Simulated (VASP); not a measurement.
# SiC16 in VASP: single point with PBE+D3(BJ)

Aim: the single point of SiC16 with PBE+D3(BJ).

Program: VASP 6.6.1. These are calculated values, not measurements. Logs are shortened: lines on timing, memory, paths and dates and some standing lists are left out, and cuts for length are marked.

**1. The cell of the first run**

The cell holds a slab with vacuum, 17 atoms: a = 4.930 Å, b = 4.422 Å, c = 22.694 Å, α = 90.00°, β = 90.00°, γ = 90.00°.

**2. Single point, PBE+D3(BJ), collinear spin**

File INCAR:

```
PREC = Accurate ; ENCUT = 640
EDIFF = 1E-6 ; ISMEAR = 0
SIGMA = 0.05 ; LREAL = F
LASPH = T ; NELM = 300
ALGO = Normal ; ISIF = 2
LWAVE = F ; LCHARG = F
ISPIN = 2 ; MAGMOM = 0 0 0 0 0 0 0 0 0 0 0 0 0 0 0 0 2
LORBIT = 11 ; LDIPOL = T
IDIPOL = 3 ; DIPOL = 0.5 0.5 0.310
GGA = PE ; IVDW = 12
NBANDS = 52 ; GGA_COMPAT = F
NELMDL = -8 ; AMIX = 0.1
BMIX = 1E-4 ; AMIX_MAG = 0.4
BMIX_MAG = 1E-4 ; KPAR = 4
```

File KPOINTS:

```
Automatic mesh
0
Gamma
  6 6 1
```

File POSCAR:

```
SiC16
1.0
    4.9298676348      0.0000000000      0.0000000000
    0.0000000000      4.4224271207      0.0000000000
    0.0000000000      0.0000000000     22.6937313581
C Si
16 1
Direct
    0.2500000000      0.4155274479      0.1762601283
    0.7500000000      0.4155274479      0.1762601283
    0.0000000000      0.5195584896      0.2001805573
    0.5000000000      0.5195584896      0.2001805573
    0.0000000000      0.7272227604      0.2480854171
    0.5000000000      0.7272227604      0.2480854171
    0.2500000000      0.8312538021      0.2720058461
    0.7500000000      0.8312538021      0.2720058461
    0.2500000000      0.0442062586      0.3198735144
    0.7500000000      0.0442062586      0.3198735144
    0.0000000000      0.1500827603      0.3425973154
    0.5000000000      0.1500827603      0.3425973154
    0.0000000000      0.3779814405      0.3900562972
    0.5000000000      0.3779814405      0.3900562972
    0.2500000000      0.4764233498      0.4095285703
    0.7500000000      0.4764233498      0.4095285703
    0.2500000000      0.6430900164      0.5461301697
```

Potentials or basis: VASP PAW PBE potentials, release 64 (C, Si).

Launch:

```bash
$ cat potpaw_PBE.64/C/POTCAR potpaw_PBE.64/Si/POTCAR > POTCAR
$ mpirun -np 4 vasp_std > vasp.out
```

OUTCAR:

```text
PREC = Accurate
   ENCUT = 640
   EDIFF = 1E-6
   ISMEAR = 0
   LREAL = F
   LASPH = T
   NELM = 300
   ISIF = 2
   ISPIN = 2
   LORBIT = 11
   GGA = PE
   IVDW = 12
   NELMDL = -8
   AMIX = 0.1
   AMIX_MAG = 0.4
 IVDW          = 12

 ion  position               nearest neighbor table
   1  0.250  0.416  0.176-   3 1.42   4 1.42
   2  0.750  0.416  0.176-   3 1.42   4 1.42
   3  0.000  0.520  0.200-   5 1.42   2 1.42   1 1.42
   4  0.500  0.520  0.200-   6 1.42   2 1.42   1 1.42
   5  0.000  0.727  0.248-   3 1.42   7 1.42   8 1.42
   6  0.500  0.727  0.248-   4 1.42   7 1.42   8 1.42
   7  0.250  0.831  0.272-   5 1.42   6 1.42   9 1.44
   8  0.750  0.831  0.272-   5 1.42   6 1.42  10 1.44
   9  0.250  0.044  0.320-  11 1.42  12 1.42   7 1.44
  10  0.750  0.044  0.320-  11 1.42  12 1.42   8 1.44
  11  0.000  0.150  0.343-   9 1.42  10 1.42  13 1.48
  12  0.500  0.150  0.343-   9 1.42  10 1.42  14 1.48
  13  0.000  0.378  0.390-  15 1.38  16 1.38  11 1.48
  14  0.500  0.378  0.390-  15 1.38  16 1.38  12 1.48
  15  0.250  0.476  0.410-  13 1.38  14 1.38
  16  0.750  0.476  0.410-  13 1.38  14 1.38
  17  0.250  0.643  0.546-

  LATTYP: Found a simple orthorhombic cell.
 ALAT       =     4.4224271207
 B/A-ratio  =     1.1147425385
 C/A-ratio  =     5.1315105345

  Lattice vectors:

 A1 = (   0.0000000000,  -4.4224271207,   0.0000000000)
 A2 = (   4.9298676348,   0.0000000000,   0.0000000000)
 A3 = (   0.0000000000,   0.0000000000,  22.6937313581)

Analysis of symmetry for initial positions (statically):
=====================================================================
 Subroutine PRICEL returns:
 Original cell was already a primitive cell.

 Routine SETGRP: Setting up the symmetry group for a
 simple orthorhombic supercell.

 Subroutine GETGRP returns: Found  2 space group operations
 (whereof  1 operations were pure point group operations)
 out of a pool of  8 trial point group operations.

The static configuration has the point symmetry C_1 .
 The point group associated with its full space group is C_1h.

Analysis of symmetry for dynamics (positions and initial velocities):
=====================================================================
 Subroutine PRICEL returns:
 Original cell was already a primitive cell.

 Routine SETGRP: Setting up the symmetry group for a
 simple orthorhombic supercell.

 Subroutine GETGRP returns: Found  2 space group operations
 (whereof  1 operations were pure point group operations)
 out of a pool of  8 trial point group operations.

The dynamic configuration has the point symmetry C_1 .
 The point group associated with its full space group is C_1h.

Analysis of structural, dynamic, and magnetic symmetry:
=====================================================================
 Subroutine PRICEL returns:
 Original cell was already a primitive cell.

 Routine SETGRP: Setting up the symmetry group for a
 simple orthorhombic supercell.

 Subroutine GETGRP returns: Found  2 space group operations
 (whereof  1 operations were pure point group operations)
 out of a pool of  8 trial point group operations.

The overall configuration has the point symmetry C_1 .
 The point group associated with its full space group is C_1h.

 Subroutine INISYM returns: Found  2 space group operations
 (whereof  1 operations are pure point group operations),
 and found     1 'primitive' translations

----------------------------------------------------------------------------------------

                                     Primitive cell

  volume of cell :     494.7683

  direct lattice vectors                    reciprocal lattice vectors
     4.929867635  0.000000000  0.000000000     0.202845203  0.000000000  0.000000000
     0.000000000  4.422427121  0.000000000     0.000000000  0.226120176  0.000000000
     0.000000000  0.000000000 22.693731358     0.000000000  0.000000000  0.044065032

  length of vectors
     4.929867635  4.422427121 22.693731358     0.202845203  0.226120176  0.044065032

[... 89 lines left out ...]
   NGX,Y,Z   is equivalent  to a cutoff of  14.16, 13.53, 14.07 a.u.
   NGXF,Y,Z  is equivalent  to a cutoff of  28.33, 27.07, 28.13 a.u.
 SYSTEM =  unknown system
   PREC   = accura    normal or accurate (medium, high low for compatibility)
   ISTART =      0    job   : 0-new  1-cont  2-samecut
   ICHARG =      2    charge: 1-file 2-atom 10-const
   ISPIN  =      2    spin polarized calculation?
   LNONCOLLINEAR =      F non collinear calculations
   LSORBIT =      F    spin-orbit coupling
   LASPH  =      T    aspherical Exc in radial PAW
   ENCUT  =  640.0 eV  47.04 Ry    6.86 a.u.  10.17  9.12 46.81*2*pi/ulx,y,z
   NELM   =    300;   NELMIN=  2; NELMDL= -8     # of ELM steps
   EDIFF  = 0.1E-05   stopping-criterion for ELM
   LREAL  =      F    real-space projection
   EDIFFG = 0.1E-04   stopping-criterion for IOM
   NSW    =      0    number of steps for IOM
   IBRION =     -1    ionic relax: 0-MD 1-quasi-New 2-CG
   NFREE  =      0    steps in history (QN), initial steepest desc. (CG)
   ISIF   =      2    stress and relaxation
   ISYM   =      2    0-nonsym 1-usesym 2-fastsym
   POTIM  = 0.5000    time-step for ionic-motion
   TEBEG  =    0.0;   TEEND  =   0.0 temperature during run
   PSTRESS=    0.0 pullay stress
   NELECT =      68.0000    total number of electrons
   NUPDOWN=      -1.0000    fix difference up-down
   EMIN   =  10.00;   EMAX   =-10.00  energy-range for DOS
   EFERMI =   0.00;   METHOD = LEGACY
   ISMEAR =     0;   SIGMA  =   0.05  broadening in eV -4-tet -1-fermi 0-gaus
   EFERMI_NEDOS =   21; number of points for ismear=-14 and -15
   IALGO  =     38    algorithm
   IMIX   =      4    mixing-type and parameters
     AMIX     =   0.10;   BMIX     =  0.00
     AMIX_MAG =   0.40;   BMIX_MAG =  0.00
  volume/ion in A,a.u.               =      29.10       196.40
  Fermi-wavevector in a.u.,A,eV,Ry     =   0.844845  1.596526  9.711343  0.713764
  Thomas-Fermi vector in A             =   1.959939
   LORBIT       =     11    0 simple, 1 ext, 2 COOP (PROOUT), +10 PAW based schemes
   GGA     = PE    functional components
   LHFCALC =     F    Hartree Fock is set to
   AEXX    =    0.0000 exact exchange contribution
   IVDW    =    12    specifies the selected vdW correction
   LEPSILON=     F    determine dielectric tensor
   LRPA    =     F    only Hartree local field effects (RPA)
 spin polarized calculation
 Gauss-broadening in eV      SIGMA  =   0.05
  energy-cutoff  :      640.00
  volume of cell :      494.77
 maximum number of plane-waves:     18260
 NGX is ok and might be reduce to    42
   NGX = 21   NGY = 19   NGZ = 93

 number of electron      67.9999997 magnetization      -0.0692126

 number of electron      67.9999997 magnetization       0.1071397

 dipolmoment           0.000000      0.000000     -0.235190 electrons x Angstroem

 Free energy of the ion-electron system (eV)
  ---------------------------------------------------
  ext. energy  EPLUGINS =         0.00000000
  ---------------------------------------------------
  free energy    TOTEN  =      -137.01919409 eV

  energy without entropy =     -137.00087711  energy(sigma->0) =     -137.01003560

 E-fermi :  -2.1127     XC(G=0):  -4.3956

 val. band max:       -2.1139873217   @ k =   0.3333   0.0000   0.0000
 cond. band min:      -2.1086391302   @ k =   0.0000   0.0000   0.0000
 fundamental gap:      0.0053481916
 Fermi energy:        -2.1127023054

 spin component 1

 k-point     1 :       0.0000    0.0000    0.0000
  band No.  band energies     occupation
      1     -21.1369      1.00000
      2     -20.0679      1.00000
      3     -18.4549      1.00000
      4     -16.8775      1.00000
      5     -16.8484      1.00000
      6     -16.5943      1.00000
[... 773 lines left out ...]
     45       4.4014      0.00000
     46       4.5856      0.00000
 Fermi energy:        -2.1127023054

 spin component 2

 k-point     1 :       0.0000    0.0000    0.0000
  band No.  band energies     occupation
      1     -21.0742      1.00000
      2     -19.9485      1.00000
      3     -18.3091      1.00000
      4     -16.8232      1.00000
      5     -16.7951      1.00000
      6     -16.4813      1.00000
[... 773 lines left out ...]
     45       4.2073      0.00000
     46       4.6021      0.00000
 [bands above 46 left out]

------------------------ aborting loop because EDIFF is reached ----------------------------------------

 vacuum level on the upper side and lower side of the slab       (xc-potential included)        -1.098         0.864

 Edisp (eV)   -2.06543

 E8    (eV) :    -0.6204

  FORCE on cell =-STRESS in cart. coord.  units (eV):
  Direction    XX          YY          ZZ          XY          YZ          ZX
  --------------------------------------------------------------------------------------
  -------------------------------------------------------------------------------------
  Total       1.15798    -2.32789    -5.38770     0.00000    -1.06449     0.00000
  in kB       3.74983    -7.53826   -17.44666     0.00000    -3.44709     0.00000
  external pressure =       -7.08 kB  Pullay stress =        0.00 kB

 VOLUME and BASIS-vectors are now :
 -----------------------------------------------------------------------------
  energy-cutoff  :      640.00
  volume of cell :      494.77
      direct lattice vectors                 reciprocal lattice vectors
     4.929867635  0.000000000  0.000000000     0.202845203  0.000000000  0.000000000
     0.000000000  4.422427121  0.000000000     0.000000000  0.226120176  0.000000000
     0.000000000  0.000000000 22.693731358     0.000000000  0.000000000  0.044065032

 POSITION                                       TOTAL-FORCE (eV/Angst)
 -----------------------------------------------------------------------------------
      1.23247      1.83764      4.00000         0.000000      1.318115      1.668593
      3.69740      1.83764      4.00000         0.000000      1.313302      1.679242
      0.00000      2.29771      4.54284        -0.000688     -2.007275     -2.432071
      2.46493      2.29771      4.54284         0.000688     -2.007275     -2.432071
      0.00000      3.21609      5.62998        -0.010224      0.831218      1.005832
      2.46493      3.21609      5.62998         0.010224      0.831218      1.005832
[... 9 lines left out ...]
      3.69740      2.10695      9.29373         0.000000     -0.073251      0.296149
      1.23247      2.84402     12.39373         0.000000     -0.214499     -1.591516
 -----------------------------------------------------------------------------------
    total drift:                                0.000000      0.000675      0.000055

  FREE ENERGIE OF THE ION-ELECTRON SYSTEM (eV)
  ---------------------------------------------------
  free  energy   TOTEN  =      -139.0846252630 eV

  energy  without entropy=     -139.0663082832  energy(sigma->0) =     -139.07546677

 vacuum level on the upper side and lower side of the slab         2.064         4.048

 total charge

# of ion       s       p       d       tot
------------------------------------------
    1        0.924   1.515   0.000   2.439
    2        0.924   1.514   0.000   2.438
    3        0.862   1.777   0.000   2.639
    4        0.862   1.777   0.000   2.639
    5        0.866   1.763   0.000   2.630
    6        0.866   1.763   0.000   2.630
[... 9 lines left out ...]
   16        0.886   1.621   0.000   2.507
   17        0.956   0.508   0.000   1.464
--------------------------------------------------
tot         14.931  28.097   0.000  43.028

 magnetization (x)

# of ion       s       p       d       tot
------------------------------------------
    1        0.001   0.003   0.000   0.004
    2        0.001   0.003   0.000   0.004
    3        0.000   0.001   0.000   0.001
    4        0.000   0.001   0.000   0.001
    5       -0.000  -0.004   0.000  -0.004
    6       -0.000  -0.004   0.000  -0.004
[... 9 lines left out ...]
   16        0.074   0.461   0.000   0.535
   17       -0.003  -0.414   0.000  -0.417
--------------------------------------------------
tot          0.140   0.367   0.000   0.506
```

It took 28 min on 4 MPI ranks of Intel Xeon 6975P-C (Granite Rapids), shared host; peak memory 1.4 GiB.

Results:

| Property | Result |
| --- | --- |
| Free energy | -139.0846 eV |
| Largest force | 3.153 eV/Å |
| Net moment | 0.11 μB per cell |
| Site moments | C +0.00, -0.00, +0.01, -0.01, +0.06, -0.02, +0.29, +0.54 (each value once); Si -0.42 μB |
| Valence electrons inside the program's atomic spheres | C 2.44, 2.64, 2.63, 2.65, 2.62, 2.66, 2.51 (each value once); Si 1.46 |
| Dispersion energy per atom | -0.121 eV |

Forces on the atoms (eV/Å):
```
C    0.000  1.318  1.669
C    0.000  1.313  1.679
C   -0.001 -2.007 -2.432
C    0.001 -2.007 -2.432
C   -0.010  0.831  1.006
C    0.010  0.831  1.006
C    0.000 -0.108 -0.179
C    0.000 -0.132 -0.207
C    0.000 -0.080 -0.128
C    0.000 -0.146 -0.236
C   -0.199  0.380  0.207
C    0.199  0.380  0.207
C    0.161 -0.644 -0.748
C   -0.161 -0.644 -0.748
C    0.000  1.002  2.631
C    0.000 -0.073  0.296
Si   0.000 -0.214 -1.592
```

Levels at points of the mesh, in eV from the Fermi level:
Spin up:
```csv
k point,band 31,band 32,band 33,band 34,band 35,band 36,band 37,band 38
"(0.00, 0.00, 0.00)",-1.68,-0.85,-0.36,-0.02,0.04,1.01,1.40,1.62
"(0.50, 0.00, 0.00)",-1.88,-1.63,-0.96,-0.10,-0.09,0.57,1.51,2.04
"(0.00, 0.50, 0.00)",-1.86,-0.74,-0.36,-0.12,0.11,0.19,0.93,1.73
"(0.50, 0.50, 0.00)",-1.09,-1.05,-0.83,-0.05,-0.05,0.38,1.02,1.76
```
Spin down:
```tsv
k point	band 30	band 31	band 32	band 33	band 34	band 35	band 36	band 37	band 38	band 39
(0.00, 0.00, 0.00)	-1.67	-0.79	-0.35	0.00	0.15	0.41	0.67	0.90	1.05	1.37
(0.50, 0.00, 0.00)	-1.78	-1.77	-0.89	-0.67	-0.09	-0.08	0.74	0.90	1.22	2.73
(0.00, 0.50, 0.00)	-1.87	-1.03	-0.60	-0.34	0.07	0.38	0.48	0.71	1.07	1.53
(0.50, 0.50, 0.00)	-1.03	-0.94	-0.76	-0.52	-0.46	-0.05	-0.04	0.98	1.35	2.33
```
